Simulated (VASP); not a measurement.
A run of VASP 6.6.1:

Contents of INCAR:

```
SYSTEM = CaSi2Au2
PREC = Accurate
ENCUT = 520
EDIFF = 1E-7
ISMEAR = 0
SIGMA = 0.1
LREAL = .FALSE.
LASPH = .TRUE.
NELM = 80
ALGO = Fast
ISIF = 2
LWAVE = .FALSE.
LCHARG = .FALSE.
GGA = PS
NBANDS = 28
```

File KPOINTS:

```
Automatic mesh
0
G
  12 12 12
  0 0 0
```

Contents of POSCAR:

```
CaSi2Au2
1.0
   -2.1240390126      2.1240390126      4.9754397347
    2.1240390126     -2.1240390126      4.9754397347
    2.1240390126      2.1240390126     -4.9754397347
Ca Si Au
1 2 2
Direct
    0.0000000000      0.0000000000      0.0000000000
    0.3855215739      0.3855215739      0.0000000000
    0.6144784261      0.6144784261      0.0000000000
    0.7500000000      0.2500000000      0.5000000000
    0.2500000000      0.7500000000      0.5000000000
```

Potentials or basis: VASP PAW PBE potentials, release 64 (Ca_sv, Si, Au).

Run with:

```console
$ cat potpaw_PBE.64/Ca_sv/POTCAR potpaw_PBE.64/Si/POTCAR potpaw_PBE.64/Au/POTCAR > POTCAR
$ mpirun -np 1 vasp_std > vasp.out
```

Hardware: 1 thread of Intel(R) Xeon(R) 6975P-C (Granite Rapids), on a shared host.

Task: How long does it take, and how much memory?

Result: Run time: 9.9 min on 1 thread of Intel(R) Xeon(R) 6975P-C (Granite Rapids), with other jobs on the host, peak memory 0.62 GiB. Counts: scf iterations 21, k points 163.
